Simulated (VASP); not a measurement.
Here is a VASP 6.6.1 calculation.

File INCAR:

```
  PREC = Accurate
  ENCUT = 520
  EDIFF = 1E-7
  ISMEAR = 0
  SIGMA = 0.05
  LREAL = F
  LASPH = T
  NELM = 80
  ALGO = Normal
  ISIF = 2
  LWAVE = F
  LCHARG = F
  GGA = PE
  NBANDS = 45
```

KPOINTS

```
regular mesh
0
Gamma
  6 6 6
```

The input POSCAR:

```
LiNbO3
1.0
    2.6115578418      1.5077836230      4.5982666595
   -2.6115578418      1.5077836230      4.5982666595
    0.0000000000     -3.0155672459      4.5982666595
Li Nb O
2 2 6
Direct
    0.2844123152      0.2844123152      0.2844123152
    0.7844123160      0.7844123160      0.7844123160
    0.0044456607      0.0044456607      0.0044456607
    0.5044456615      0.5044456615      0.5044456615
    0.1160330089      0.3610595558      0.7252494066
    0.7252493804      0.1160329294      0.3610596615
    0.3610594715      0.7252493756      0.1160331243
    0.8610595047      0.6160329578      0.2252494371
    0.2252493902      0.8610595467      0.6160329627
    0.6160330046      0.2252493951      0.8610594999
```

Potentials or basis: VASP PAW PBE potentials, release 64 (Li_sv, Nb_sv, O).

Command:

```bash
$ cat potpaw_PBE.64/Li_sv/POTCAR potpaw_PBE.64/Nb_sv/POTCAR potpaw_PBE.64/O/POTCAR > POTCAR
$ mpirun -np 1 vasp_std > vasp.out
```

**Question.** Estimate the largest force.

**Answer.** 0.025 eV/Å.

**Question.** Predict the band gap on the k mesh.

**Answer.** 3.54 eV (least direct gap 3.57 eV).

Forces in eV/Å, atoms in the order of the input:
```
Li   0.000  0.000  0.003
Li   0.000  0.000  0.003
Nb   0.000  0.000 -0.025
Nb   0.000  0.000 -0.025
O    0.007  0.000  0.007
O   -0.004  0.006  0.007
O   -0.004 -0.006  0.007
O   -0.007  0.000  0.007
O    0.004 -0.006  0.007
O    0.004  0.006  0.007
```

 A hybrid or GW would open this gap; PBE tends to underestimate it.
